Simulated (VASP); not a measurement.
# BaTl2P2 (I4/mmm) in VASP: single point with r2SCAN

Aim: the single point of BaTl2P2 with r2SCAN.

Program: VASP 6.6.1. These are calculated values, not measurements. Logs are shortened: lines on timing, memory, paths and dates and some standing lists are left out, and cuts for length are marked.

## (1) The cell of the first run

Symmetry: I4/mmm, No. 139, tetragonal system. The conventional cell has a = 4.760 Å, b = 4.760 Å, c = 11.239 Å, α = 90.00°, β = 90.00°, γ = 90.00°. Ba (site symmetry 4/mmm) has 10 P at 3.61 to 4.32 Å and 8 Tl at 3.68 Å within 4.7 Å. Within 3.7 Å of Tl (site symmetry -4m2) lie 4 P at 2.82 Å and 4 Tl at 3.37 Å and 4 Ba at 3.68 Å. P (site symmetry 4mm) has 1 P at 2.60 Å and 4 Tl at 2.82 Å within 3.4 Å.

## (2) Single point, r2SCAN

Input file POSCAR:

```
BaTl2P2
1.0
    0.0000000000      4.7600930000      0.0000000000
    4.7600930000      0.0000000000      0.0000000000
    2.3800460000      2.3800460000     -5.6196500000
Ba Tl P
1 2 2
Direct
    0.0000000000      0.0000000000      0.0000000000
    0.7500000000      0.2500000000      0.5000000000
    0.2500000000      0.7500000000      0.5000000000
    0.3842000000      0.3842000000      0.2316000000
    0.6158000000      0.6158000000      0.7684000000
```

Input file INCAR.step1:

```
  PREC = Accurate
  ENCUT = 520
  ISMEAR = 1
  SIGMA = 0.0783
  LREAL = F
  LASPH = T
  NELM = 60
  NBANDS = 31
  GGA = PE
  ALGO = Normal
  EDIFF = 1E-4
  LWAVE = T
  LCHARG = F
```

Input file INCAR.step2:

```
  PREC = Accurate
  ENCUT = 520
  EDIFF = 1E-6
  ISMEAR = 1
  SIGMA = 0.0783
  LREAL = F
  LASPH = T
  NELM = 60
  ALGO = Normal
  ISIF = 2
  LWAVE = F
  LCHARG = T
  METAGGA = R2SCAN
  LMIXTAU = T
  LELF = T
  LVHAR = T
  NBANDS = 31
  ISTART = 1
```

Input file KPOINTS:

```
Automatic mesh
0
Gamma
  6 6 6
```

Potentials or basis: VASP PAW PBE potentials, release 64 (Ba_sv, Tl_d, P).

Run with:

```sh
$ cat potpaw_PBE.64/Ba_sv/POTCAR potpaw_PBE.64/Tl_d/POTCAR potpaw_PBE.64/P/POTCAR > POTCAR
$ cp INCAR.step1 INCAR
$ mpirun -np 1 vasp_std > vasp.out
$ cp INCAR.step2 INCAR
$ mpirun -np 1 vasp_std > vasp.out
```

OUTCAR:

```text
PREC = Accurate
   ENCUT = 520
   EDIFF = 1E-6
   ISMEAR = 1
   LREAL = F
   LASPH = T
   NELM = 60
   ISIF = 2
   METAGGA = R2SCAN
   ISTART = 1

 ion  position               nearest neighbor table
   1  0.000  0.000  0.000-   4 3.61   5 3.61   5 3.61   5 3.61   4 3.61   4 3.61   5 3.61   4 3.61
                             3 3.68   2 3.68   3 3.68   2 3.68   2 3.68   3 3.68   3 3.68   2 3.68
   2  0.750  0.250  0.500-   4 2.82   5 2.82   4 2.82   5 2.82   3 3.37   3 3.37   3 3.37   3 3.37
                             1 3.68   1 3.68   1 3.68   1 3.68
   3  0.250  0.750  0.500-   4 2.82   5 2.82   4 2.82   5 2.82   2 3.37   2 3.37   2 3.37   2 3.37
                             1 3.68   1 3.68   1 3.68   1 3.68
   4  0.384  0.384  0.232-   5 2.60   3 2.82   2 2.82   3 2.82   2 2.82   1 3.61   1 3.61   1 3.61
                             1 3.61
   5  0.616  0.616  0.768-   4 2.60   3 2.82   2 2.82   2 2.82   3 2.82   1 3.61   1 3.61   1 3.61
                             1 3.61

  LATTYP: Found a body centered tetragonal cell.
 ALAT       =     4.7600930000
 C/A-ratio  =     2.3611513473

  Lattice vectors:

 A1 = (  -2.3800460000,   2.3800470000,   5.6196500000)
 A2 = (   2.3800470000,  -2.3800460000,   5.6196500000)
 A3 = (   2.3800460000,   2.3800460000,  -5.6196500000)

Analysis of symmetry for initial positions (statically):
=====================================================================
 Subroutine PRICEL returns:
 Original cell was already a primitive cell.

 Routine SETGRP: Setting up the symmetry group for a
 body centered tetragonal supercell.

 Subroutine GETGRP returns: Found 16 space group operations
 (whereof 16 operations were pure point group operations)
 out of a pool of 16 trial point group operations.

The static configuration has the point symmetry D_4h.

Analysis of symmetry for dynamics (positions and initial velocities):
=====================================================================
 Subroutine PRICEL returns:
 Original cell was already a primitive cell.

 Routine SETGRP: Setting up the symmetry group for a
 body centered tetragonal supercell.

 Subroutine GETGRP returns: Found 16 space group operations
 (whereof 16 operations were pure point group operations)
 out of a pool of 16 trial point group operations.

The dynamic configuration has the point symmetry D_4h.

 Subroutine INISYM returns: Found 16 space group operations
 (whereof 16 operations are pure point group operations),
 and found     1 'primitive' translations

----------------------------------------------------------------------------------------

                                     Primitive cell

  volume of cell :     127.3328

  direct lattice vectors                    reciprocal lattice vectors
     0.000000000  4.760093000  0.000000000     0.000000000  0.210079929  0.088973494
     4.760093000  0.000000000  0.000000000     0.210079929  0.000000000  0.088973494
     2.380046000  2.380046000 -5.619650000     0.000000000  0.000000000 -0.177947025

  length of vectors
     4.760093000  4.760093000  6.550549904     0.228144382  0.228144382  0.177947025

  position of ions in fractional coordinates (direct lattice)
     0.000000000  0.000000000  0.000000000
     0.750000000  0.250000000  0.500000000
     0.250000000  0.750000000  0.500000000
     0.384200000  0.384200000  0.231600000
     0.615800000  0.615800000  0.768400000

  ion indices of the primitive-cell ions
   primitive index   ion index
                 1           1
                 2           2
                 3           3
                 4           4
                 5           5

----------------------------------------------------------------------------------------

 KPOINTS: Automatic mesh

Automatic generation of k-mesh.
 Grid dimensions read from file:
 generate k-points for:    6    6    6

 Generating k-lattice:

  Cartesian coordinates                     Fractional coordinates (reciprocal lattice)
     0.000000000  0.035013322  0.014828916     0.166666667  0.000000000  0.000000000
     0.035013322  0.000000000  0.014828916     0.000000000  0.166666667  0.000000000
     0.000000000  0.000000000 -0.029657838     0.000000000  0.000000000  0.166666667

  Length of vectors
     0.038024064  0.038024064  0.029657838

  Shift w.r.t. Gamma in fractional coordinates (k-lattice)
     0.000000000  0.000000000  0.000000000

 Subroutine IBZKPT returns following result:
 ===========================================

 Found     30 irreducible k-points:

 Following reciprocal coordinates:
            Coordinates               Weight
  0.000000  0.000000  0.000000      1.000000
  0.166667  0.000000  0.000000      8.000000
  0.333333  0.000000  0.000000      8.000000
  0.500000  0.000000  0.000000      4.000000
  0.166667  0.166667  0.000000      8.000000
  0.333333  0.166667  0.000000     16.000000
[... 16 lines left out ...]
 -0.333333 -0.333333  0.166667      4.000000
 -0.166667 -0.333333  0.166667     16.000000
 [... further k-points ...]
   k-points           NKPTS =     30   k-points in BZ     NKDIM =     30   number of bands    NBANDS=     31
   number of dos      NEDOS =    301   number of ions     NIONS =      5
   total plane-waves  NPLWV =  64800
   dimension x,y,z NGX =    36 NGY =   36 NGZ =   50
   dimension x,y,z NGXF=    72 NGYF=   72 NGZF=  100
   ions per type =               1   2   2
   NGX,Y,Z   is equivalent  to a cutoff of  12.57, 12.57, 12.69 a.u.
   NGXF,Y,Z  is equivalent  to a cutoff of  25.15, 25.15, 25.38 a.u.
 SYSTEM =  unknown system
   PREC   = accura    normal or accurate (medium, high low for compatibility)
   ISTART =      1    job   : 0-new  1-cont  2-samecut
   ICHARG =      0    charge: 1-file 2-atom 10-const
   ISPIN  =      1    spin polarized calculation?
   LNONCOLLINEAR =      F non collinear calculations
   LSORBIT =      F    spin-orbit coupling
   LASPH  =      T    aspherical Exc in radial PAW
   ENCUT  =  520.0 eV  38.22 Ry    6.18 a.u.   8.85  8.85 12.18*2*pi/ulx,y,z
   NELM   =     60;   NELMIN=  2; NELMDL=  0     # of ELM steps
   EDIFF  = 0.1E-05   stopping-criterion for ELM
   LREAL  =      F    real-space projection
   EDIFFG = 0.1E-04   stopping-criterion for IOM
   NSW    =      0    number of steps for IOM
   IBRION =     -1    ionic relax: 0-MD 1-quasi-New 2-CG
   NFREE  =      0    steps in history (QN), initial steepest desc. (CG)
   ISIF   =      2    stress and relaxation
   ISYM   =      2    0-nonsym 1-usesym 2-fastsym
   POTIM  = 0.5000    time-step for ionic-motion
   TEBEG  =    0.0;   TEEND  =   0.0 temperature during run
   PSTRESS=    0.0 pullay stress
   NELECT =      46.0000    total number of electrons
   NUPDOWN=      -1.0000    fix difference up-down
   EMIN   =  10.00;   EMAX   =-10.00  energy-range for DOS
   EFERMI =   0.00;   METHOD = LEGACY
   ISMEAR =     1;   SIGMA  =   0.08  broadening in eV -4-tet -1-fermi 0-gaus
   EFERMI_NEDOS =   21; number of points for ismear=-14 and -15
   IALGO  =     38    algorithm
   IMIX   =      4    mixing-type and parameters
     AMIX     =   0.40;   BMIX     =  1.00
     AMIX_MAG =   1.60;   BMIX_MAG =  1.00
  volume/ion in A,a.u.               =      25.47       171.86
  Fermi-wavevector in a.u.,A,eV,Ry     =   1.165952  2.203330 18.496364  1.359444
  Thomas-Fermi vector in A             =   2.302471
   LORBIT       =      0    0 simple, 1 ext, 2 COOP (PROOUT), +10 PAW based schemes
   METAGGA = R2SCAN    functional components
   LHFCALC =     F    Hartree Fock is set to
   AEXX    =    0.0000 exact exchange contribution
   IVDW    =     0    specifies the selected vdW correction
   LEPSILON=     F    determine dielectric tensor
   LRPA    =     F    only Hartree local field effects (RPA)
 non-spin polarized calculation
 Methfessel and Paxton  Order N= 1 SIGMA  =   0.08
  energy-cutoff  :      520.00
  volume of cell :      127.33
 maximum number of plane-waves:      3445
   NGX = 17   NGY = 17   NGZ = 25

 number of electron      45.9999991 magnetization

 Free energy of the ion-electron system (eV)
  ---------------------------------------------------
  ext. energy  EPLUGINS =         0.00000000
  ---------------------------------------------------
  free energy    TOTEN  =      -151.87737344 eV

  energy without entropy =     -151.87641793  energy(sigma->0) =     -151.87705494

 E-fermi :   6.5257     XC(G=0): -10.5795

 val. band max:        6.5191026413   @ k =  -0.3333   0.0000   0.1667
 cond. band min:       6.6476676750   @ k =   0.1667   0.0000   0.0000
 fundamental gap:      0.1285650338
 Fermi energy:         6.5256572874

 k-point     1 :       0.0000    0.0000    0.0000
  band No.  band energies     occupation
      1     -23.3105      2.00000
      2      -8.2913      2.00000
      3      -8.0718      2.00000
      4      -8.0718      2.00000
      5      -6.6663      2.00000
      6      -6.6462      2.00000
[... 23 lines left out ...]
     30      10.5235      0.00000
     31      11.3571      0.00000

 k-point     2 :       0.1667    0.0000    0.0000
  band No.  band energies     occupation
      1     -23.3086      2.00000
      2      -8.3005      2.00000
      3      -8.1708      2.00000
      4      -8.0609      2.00000
      5      -6.6237      2.00000
      6      -6.4795      2.00000
[... 23 lines left out ...]
     30      10.6030      0.00000
     31      10.8636      0.00000

 k-point     3 :       0.3333    0.0000    0.0000
  band No.  band energies     occupation
      1     -23.3048      2.00000
      2      -8.3463      2.00000
      3      -8.2794      2.00000
      4      -8.0390      2.00000
      5      -6.5228      2.00000
      6      -6.3368      2.00000
[... 23 lines left out ...]
     30      10.4204      0.00000
     31      10.7020      0.00000

 k-point     4 :       0.5000    0.0000    0.0000
  band No.  band energies     occupation
      1     -23.3029      2.00000
      2      -8.3953      2.00000
      3      -8.2884      2.00000
      4      -8.0281      2.00000
      5      -6.4581      2.00000
      6      -6.3221      2.00000
[... 635 lines left out ...]
     30      10.7965      0.00000
     31      11.6328      0.00000

 k-point    23 :      -0.3333   -0.3333    0.1667
  band No.  band energies     occupation
      1     -23.2995      2.00000
      2      -8.2969      2.00000
      3      -8.2005      2.00000
      4      -8.1856      2.00000
      5      -6.6187      2.00000
      6      -6.3480      2.00000
[... 23 lines left out ...]
     30      10.3941      0.00000
     31      10.9769      0.00000

 k-point    24 :      -0.1667   -0.3333    0.1667
  band No.  band energies     occupation
      1     -23.3028      2.00000
      2      -8.3296      2.00000
      3      -8.2615      2.00000
      4      -8.0826      2.00000
      5      -6.6091      2.00000
      6      -6.3198      2.00000
[... 23 lines left out ...]
     30      10.6062      0.00000
     31      11.2926      0.00000

 [... further k-points ...]
[... 5 lines left out ...]
  --------------------------------------------------------------------------------------
  -------------------------------------------------------------------------------------
  Total        4.7296335      4.7296335      4.1871848      0.0000000      0.0000004      0.0000004
  in kB       59.5110932     59.5110932     52.6856776      0.0000000      0.0000047      0.0000047
  external PRESSURE =      57.2359546 kB  Pullay stress =       0.0000000 kB

 VOLUME and BASIS-vectors are now :
 -----------------------------------------------------------------------------
  energy-cutoff  :      520.00
  volume of cell :      127.33
      direct lattice vectors                 reciprocal lattice vectors
     0.000000000  4.760093000  0.000000000     0.000000000  0.210079929  0.088973494
     4.760093000  0.000000000  0.000000000     0.210079929  0.000000000  0.088973494
     2.380046000  2.380046000 -5.619650000     0.000000000  0.000000000 -0.177947025

 POSITION                                       TOTAL-FORCE (eV/Angst)
 -----------------------------------------------------------------------------------
      0.00000      0.00000      0.00000        -0.000000      0.000000      0.000000
      2.38005      4.76009     -2.80983         0.000000     -0.000000      0.000000
      4.76009      2.38005     -2.80983         0.000000      0.000000      0.000000
      2.38005      2.38005     -1.30151         0.000000      0.000000      1.671079
      4.76009      4.76009     -4.31814        -0.000000     -0.000000     -1.671079
 -----------------------------------------------------------------------------------
    total drift:                                0.000000      0.000000      0.000000

  FREE ENERGIE OF THE ION-ELECTRON SYSTEM (eV)
  ---------------------------------------------------
  free  energy   TOTEN  =      -151.8773734398 eV

  energy  without entropy=     -151.8764179302  energy(sigma->0) =     -151.87705494
```

It took 2.2 min on 1 thread of Intel Xeon 6975P-C (Granite Rapids), shared host; peak memory 0.33 GiB.

What came out:

```
Free energy            : -151.8774 eV
Pressure               : 5.7 GPa
Largest force          : 1.671 eV/Å
Band gap on the k mesh : zero (band 23 reaches 6.97 eV, above the bottom of band 24 at 5.79 eV)
```

Forces on the atoms (eV/Å):
```
Ba   0.000  0.000  0.000
Tl   0.000  0.000  0.000
Tl   0.000  0.000  0.000
P    0.000  0.000  1.671
P    0.000  0.000 -1.671
```

Levels at points of the mesh, in eV from the Fermi level:
| k point | band 19 | band 20 | band 21 | band 22 | band 23 | band 24 | band 25 | band 26 | band 27 | band 28 |
| --- | --- | --- | --- | --- | --- | --- | --- | --- | --- | --- |
| (0.00, 0.00, 0.00) | -3.82 | -3.82 | -2.40 | -2.40 | -0.94 | -0.74 | 0.74 | 2.67 | 2.80 | 2.81 |
| (0.50, 0.00, 0.00) | -3.47 | -3.17 | -2.41 | -2.15 | -0.65 | -0.52 | 1.15 | 2.58 | 2.82 | 3.34 |
| (0.50, 0.50, 0.00) | -5.08 | -3.79 | -3.43 | -1.40 | -0.18 | 0.92 | 2.05 | 3.65 | 3.94 | 4.06 |
| (0.00, 0.00, 0.50) | -4.01 | -4.01 | -3.33 | -1.23 | -1.23 | -0.54 | 2.02 | 2.06 | 2.08 | 2.08 |

Caveat: the PAW data sets were made with another functional, which shifts forces and pressure a little; spin-orbit coupling is left out, which moves the levels of the heavy elements.
